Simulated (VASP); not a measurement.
# Re (Fm-3m) in VASP: notebook, part 3 of 4

VASP 6.6.1. Earlier steps stand in the parts before.

## Step 5: Electric field gradients, PBE (16.02 Å³/atom)

This run uses another cell than the first one, of 16.02 Å³/atom.

The input, INCAR:

```
ALGO     = Normal         # electronic algorithm
EDIFF    = 1E-8           # SCF threshold, eV
ENCUT    = 520            # plane-wave cutoff, eV
GGA      = PE             # functional
GGA_COMPAT= False        
ISIF     = 2              # what is computed and relaxed
ISMEAR   = -1             # smearing method
LASPH    = True           # aspherical terms in the spheres
LCHARG   = False          # write CHGCAR
LEFG     = True         
LREAL    = False          # projectors in reciprocal space
LWAVE    = False          # write WAVECAR
NBANDS   = 10             # bands
NELM     = 120            # most SCF steps
PREC     = Accurate       # precision mode
SIGMA    = 0.03           # smearing width, eV
```

The input, KPOINTS:

```
k-points
0
Gamma
  14 14 14
```

The input, POSCAR:

```
Re
1.0
    0.0000000000      2.0009898225      2.0009898225
    2.0009898225      0.0000000000      2.0009898225
    2.0009898225      2.0009898225      0.0000000000
Re
1
Direct
    0.0000000000      0.0000000000      0.0000000000
```

Potentials or basis: VASP PAW PBE potentials, release 64 (Re).

Run with:

```sh
> cat potpaw_PBE.64/Re/POTCAR > POTCAR
> mpirun -np 1 vasp_std > vasp.out
```

OUTCAR:

```text
EDIFF = 1E-8
   ENCUT = 520
   GGA = PE
   ISIF = 2
   ISMEAR = -1
   LASPH = True
   LREAL = False
   NELM = 120
   PREC = Accurate

 ion  position               nearest neighbor table
   1  0.000  0.000  0.000-

  LATTYP: Found a face centered cubic cell.
 ALAT       =     4.0019796450

  Lattice vectors:

 A1 = (   0.0000000000,   2.0009898225,   2.0009898225)
 A2 = (   2.0009898225,   0.0000000000,   2.0009898225)
 A3 = (   2.0009898225,   2.0009898225,   0.0000000000)

Analysis of symmetry for initial positions (statically):
=====================================================================
 Subroutine PRICEL returns:
 Original cell was already a primitive cell.

 Routine SETGRP: Setting up the symmetry group for a
 face centered cubic supercell.

 Subroutine GETGRP returns: Found 48 space group operations
 (whereof 48 operations were pure point group operations)
 out of a pool of 48 trial point group operations.

The static configuration has the point symmetry O_h .

Analysis of symmetry for dynamics (positions and initial velocities):
=====================================================================
 Subroutine PRICEL returns:
 Original cell was already a primitive cell.

 Routine SETGRP: Setting up the symmetry group for a
 face centered cubic supercell.

 Subroutine GETGRP returns: Found 48 space group operations
 (whereof 48 operations were pure point group operations)
 out of a pool of 48 trial point group operations.

The dynamic configuration has the point symmetry O_h .

 Subroutine INISYM returns: Found 48 space group operations
 (whereof 48 operations are pure point group operations),
 and found     1 'primitive' translations

----------------------------------------------------------------------------------------

                                     Primitive cell

  volume of cell :      16.0238

  direct lattice vectors                    reciprocal lattice vectors
     0.000000000  2.000989822  2.000989822    -0.249876333  0.249876333  0.249876333
     2.000989822  0.000000000  2.000989822     0.249876333 -0.249876333  0.249876333
     2.000989822  2.000989822  0.000000000     0.249876333  0.249876333 -0.249876333

  length of vectors
     2.829826945  2.829826945  2.829826945     0.432798505  0.432798505  0.432798505

  position of ions in fractional coordinates (direct lattice)
     0.000000000  0.000000000  0.000000000

  ion indices of the primitive-cell ions
   primitive index   ion index
                 1           1

----------------------------------------------------------------------------------------

 KPOINTS: k-points

Automatic generation of k-mesh.
[... 71 lines left out ...]
   NFREE  =      0    steps in history (QN), initial steepest desc. (CG)
   ISIF   =      2    stress and relaxation
   ISYM   =      2    0-nonsym 1-usesym 2-fastsym
   POTIM  = 0.5000    time-step for ionic-motion
   TEBEG  =    0.0;   TEEND  =   0.0 temperature during run
   PSTRESS=    0.0 pullay stress
   NELECT =       7.0000    total number of electrons
   NUPDOWN=      -1.0000    fix difference up-down
   EMIN   =  10.00;   EMAX   =-10.00  energy-range for DOS
   EFERMI =   0.00;   METHOD = LEGACY
   ISMEAR =    -1;   SIGMA  =   0.03  broadening in eV -4-tet -1-fermi 0-gaus
   EFERMI_NEDOS =   21; number of points for ismear=-14 and -15
   IALGO  =     38    algorithm
   IMIX   =      4    mixing-type and parameters
     AMIX     =   0.40;   BMIX     =  1.00
     AMIX_MAG =   1.60;   BMIX_MAG =  1.00
  volume/ion in A,a.u.               =      16.02       108.13
  Fermi-wavevector in a.u.,A,eV,Ry     =   1.242184  2.347388 20.994080  1.543021
  Thomas-Fermi vector in A             =   2.376550
   LORBIT       =      0    0 simple, 1 ext, 2 COOP (PROOUT), +10 PAW based schemes
   GGA     = PE    functional components
   LHFCALC =     F    Hartree Fock is set to
   AEXX    =    0.0000 exact exchange contribution
   IVDW    =     0    specifies the selected vdW correction
   LEPSILON=     F    determine dielectric tensor
   LRPA    =     F    only Hartree local field effects (RPA)
 non-spin polarized calculation
  energy-cutoff  :      520.00
  volume of cell :       16.02
 maximum number of plane-waves:       444
 NGX is ok and might be reduce to    24
   NGX = 11   NGY = 11   NGZ = 11

 number of electron       7.0000000 magnetization

 Free energy of the ion-electron system (eV)
  ---------------------------------------------------
  ext. energy  EPLUGINS =         0.00000000
  ---------------------------------------------------
  free energy    TOTEN  =       -12.28398596 eV

  energy without entropy =      -12.27961143  energy(sigma->0) =      -12.28179869

 E-fermi :   7.0986     XC(G=0): -13.2639

 val. band max:        7.0836518123   @ k =  -0.2143   0.2857   0.0714
 cond. band min:       7.1445052121   @ k =  -0.1429   0.1429   0.0000
 fundamental gap:      0.0608533998
 Fermi energy:         7.0985963530

 k-point     1 :       0.0000    0.0000    0.0000
  band No.  band energies     occupation
      1      -2.4088      2.00000
      2       5.4257      2.00000
      3       5.4257      2.00000
      4       5.4257      2.00000
      5       8.2228      0.00000
      6       8.2228      0.00000
      7      20.9471      0.00000
      8      26.1252      0.00000
      9      26.1252      0.00000
     10      26.1252      0.00000
[... 287 lines left out ...]
 k-point    24 :       0.2857    0.1429    0.0000
  band No.  band energies     occupation
      1       0.2459      2.00000
      2       3.9198      2.00000
      3       5.6933      2.00000
      4       6.5294      2.00000
      5       7.8335      0.00000
      6       9.2062      0.00000
      7      21.8961      0.00000
      8      24.8347      0.00000
      9      26.7736      0.00000
     10      27.5220      0.00000

 [... further k-points ...]

------------------------ aborting loop because EDIFF is reached ----------------------------------------

  FORCE on cell =-STRESS in cart. coord.  units (eV):
  Direction    XX          YY          ZZ          XY          YZ          ZX
  --------------------------------------------------------------------------------------
  -------------------------------------------------------------------------------------
  Total       -2.1408137     -2.1408137     -2.1408137      0.0000000      0.0000000      0.0000000
  in kB     -214.0547226   -214.0547226   -214.0547226      0.0000000      0.0000000      0.0000000
  external PRESSURE =    -214.0547226 kB  Pullay stress =       0.0000000 kB

 VOLUME and BASIS-vectors are now :
 -----------------------------------------------------------------------------
  energy-cutoff  :      520.00
  volume of cell :       16.02
      direct lattice vectors                 reciprocal lattice vectors
     0.000000000  2.000989822  2.000989822    -0.249876333  0.249876333  0.249876333
     2.000989822  0.000000000  2.000989822     0.249876333 -0.249876333  0.249876333
     2.000989822  2.000989822  0.000000000     0.249876333  0.249876333 -0.249876333

 POSITION                                       TOTAL-FORCE (eV/Angst)
 -----------------------------------------------------------------------------------
      0.00000      0.00000      0.00000        -0.000000     -0.000000     -0.000000
 -----------------------------------------------------------------------------------
    total drift:                               -0.000000      0.000000     -0.000000

  FREE ENERGIE OF THE ION-ELECTRON SYSTEM (eV)
  ---------------------------------------------------
  free  energy   TOTEN  =       -12.2839859552 eV

  energy  without entropy=      -12.2796114329  energy(sigma->0) =      -12.28179869

 Electric field gradients (V/A^2)
---------------------------------------------------------------------
 ion       V_xx      V_yy      V_zz      V_xy      V_xz      V_yz
---------------------------------------------------------------------
   1      -0.000    -0.000    -0.000     0.000     0.000     0.000
---------------------------------------------------------------------

 Electric field gradients after diagonalization (V/A^2)
 (convention: |V_zz| > |V_xx| > |V_yy|)
----------------------------------------------------------------------
 ion       V_xx      V_yy      V_zz     asymmetry (V_yy - V_xx)/ V_zz
----------------------------------------------------------------------
   1      -0.000    -0.000     0.000       0.000
----------------------------------------------------------------------

           NMR quadrupolar parameters

 Cq : quadrupolar parameter    Cq=e*Q*V_zz/h
 eta: asymmetry parameters     (V_yy - V_xx)/ V_zz
 Q  : nuclear electric quadrupole moment in mb (millibarn)
----------------------------------------------------------------------
 ion       Cq(MHz)       eta       Q (mb)
----------------------------------------------------------------------
   1       0.000       0.000       1.000
----------------------------------------------------------------------
```

It took 8.2 s on 1 thread of Intel Xeon 6975P-C (Granite Rapids), shared host; peak memory 0.15 GiB.

What came out:

```yaml
Free_energy: -12.2840 eV
Pressure: -21.4 GPa
Band_gap_on_the_k_mesh: zero (an odd number of electrons rules out a gap without spin polarisation)
Largest_electric_field_gradient_by_atom: zero within the noise of the run
```

Levels at points of the mesh, in eV from the Fermi level:
| k point | band 2 | band 3 | band 4 | band 5 | band 6 | band 7 |
| --- | --- | --- | --- | --- | --- | --- |
| (0.00, 0.00, 0.00) | -1.67 | -1.67 | -1.67 | 1.12 | 1.12 | 13.85 |
| (0.50, 0.00, 0.00) | -1.85 | -1.85 | 0.13 | 3.36 | 3.36 | 8.80 |
| (0.50, 0.50, 0.00) | -5.28 | 2.50 | 3.31 | 4.00 | 4.00 | 11.57 |

Caveat: the cell stands under tension; spin-orbit coupling is left out, which moves the levels of the heavy elements.

(Part 3 of 4 ends here.)
